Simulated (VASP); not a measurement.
MgZn4O, 6 atoms in the cell. The structure is trigonal, space group R3m (No. 160). Conventional cell: a = 5.244 Å, b = 5.244 Å, c = 10.808 Å, α = 90.00°, β = 90.00°, γ = 120.00°. Within 3.5 Å of Mg (site symmetry 3m) lie 13 Zn at 2.64 to 3.18 Å and 3 O at 3.07 Å. Within 3.1 Å of Zn (site symmetry m) lie 2 O at 2.35 Å and 7 Zn at 2.61 to 2.94 Å and 3 Mg at 2.75 to 2.93 Å. Zn (site symmetry 3m) has 4 Mg at 2.64 to 3.18 Å and 9 Zn at 2.74 to 2.94 Å and 3 O at 3.07 Å within 3.5 Å. O (site symmetry 3m) has 9 Zn at 2.35 to 3.07 Å and 3 Mg at 3.07 Å within 3.1 Å. 

| Property | Result |
| --- | --- |
| Program | VASP 6.6.1 |
| Task | single point |
| Functional | PBE |
| Potentials or basis | VASP PAW PBE potentials, release 64 (Mg, Zn, O) |
| Cutoff | 520 eV |
| k mesh | 4 × 4 × 4 |
| Occupations | gaussian, width 0.2 eV |
| Spin | no spin polarisation |
| Dipole correction | no |
| Further INCAR settings | ALGO = Normal; EDIFF = 1e-07; NBANDS = 37 |

Potentials or basis: VASP PAW PBE potentials, release 64 (Mg, Zn, O).

The run is started by

```console
$ cat potpaw_PBE.64/Mg/POTCAR potpaw_PBE.64/Zn/POTCAR potpaw_PBE.64/O/POTCAR > POTCAR
$ mpirun -np 1 vasp_std > vasp.out
```

Hardware: 1 thread of AMD EPYC 9R45 (Zen 5), on a shared host.

Question: Estimate the wall time of this run.

Answer: It took 38 s on 1 thread of AMD EPYC 9R45 (Zen 5), on a shared host, peak memory 0.19 GiB. Counts: scf iterations 19, k points 13.
